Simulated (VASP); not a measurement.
Set up this calculation in VASP 6.6.1, as the native input.

- Task: single point
- Functional: PBE-based screened hybrid with 25 % exact exchange
- Potentials or basis: VASP PAW PBE potentials, release 64 (P, B)
- Cutoff: 520 eV
- k mesh: 5 × 5 × 5
- Occupations: fermi-dirac, width 0.05 eV
- Spin: no spin polarisation
- Dipole correction: no
- Grid for exact exchange (PRECFOCK): Normal
- Share of exact exchange: 0.25
- Further INCAR settings: ALGO = Normal; EDIFF = 1e-07; NBANDS = 11
- Screening parameter: 0.3 1/Å

BP:

```xyz
2
Lattice="0.0000 2.2538 2.2538 2.2538 0.0000 2.2538 2.2538 2.2538 0.0000" Properties=species:S:1:pos:R:3 pbc="T T T"
P     3.3807    3.3807    3.3807
B     0.0000    0.0000    0.0000
```

The input as run:

POSCAR

```
BP
1.0
    0.0000000000      2.2537713532      2.2537713532
    2.2537713532      0.0000000000      2.2537713532
    2.2537713532      2.2537713532      0.0000000000
P B
1 1
Direct
    0.7500000000      0.7500000000      0.7500000000
    0.0000000000      0.0000000000      0.0000000000
```

INCAR.step1

```
SYSTEM = BP
PREC = Accurate
ENCUT = 520
EDIFF = 1E-5
ISMEAR = -1
SIGMA = 0.05
LREAL = .FALSE.
LASPH = .TRUE.
NELM = 80
ALGO = Normal
ISIF = 2
LWAVE = .TRUE.
NBANDS = 11
GGA = PE
```

INCAR.step2

```
SYSTEM = BP
PREC = Accurate
ENCUT = 520
EDIFF = 1E-7
ISMEAR = -1
SIGMA = 0.05
LREAL = .FALSE.
LASPH = .TRUE.
NELM = 80
ALGO = Normal
ISIF = 2
LWAVE = .FALSE.
LCHARG = .TRUE.
GGA = PE
LHFCALC = .TRUE.
AEXX = 0.25
HFSCREEN = 0.3
PRECFOCK = Normal
LELF = .TRUE.
LVHAR = .TRUE.
NBANDS = 11
ISTART = 1
```

KPOINTS

```
regular mesh
0
G
  5 5 5
  0 0 0
```

Potentials or basis: VASP PAW PBE potentials, release 64 (P, B).

Run with:

```console
$ cat potpaw_PBE.64/P/POTCAR potpaw_PBE.64/B/POTCAR > POTCAR
$ cp INCAR.step1 INCAR
$ mpirun -np 1 vasp_std > vasp.out
$ cp INCAR.step2 INCAR
$ mpirun -np 1 vasp_std > vasp.out
```

Results of the run:

```json
{"Pressure": "2.0 GPa", "Band gap on the k mesh": "1.76 eV (least direct gap 4.18 eV)"}
```

Caveat: the k points lie up to 0.48 Å⁻¹ apart; the PAW data sets were made with another functional, which shifts forces and pressure a little; an odd mesh through Γ misses points on the zone boundary, where band edges can lie.

Wall time 2.3 min on 1 thread of Intel(R) Xeon(R) Platinum 8488C (Sapphire Rapids), with other jobs on the host, peak memory 0.23 GiB.
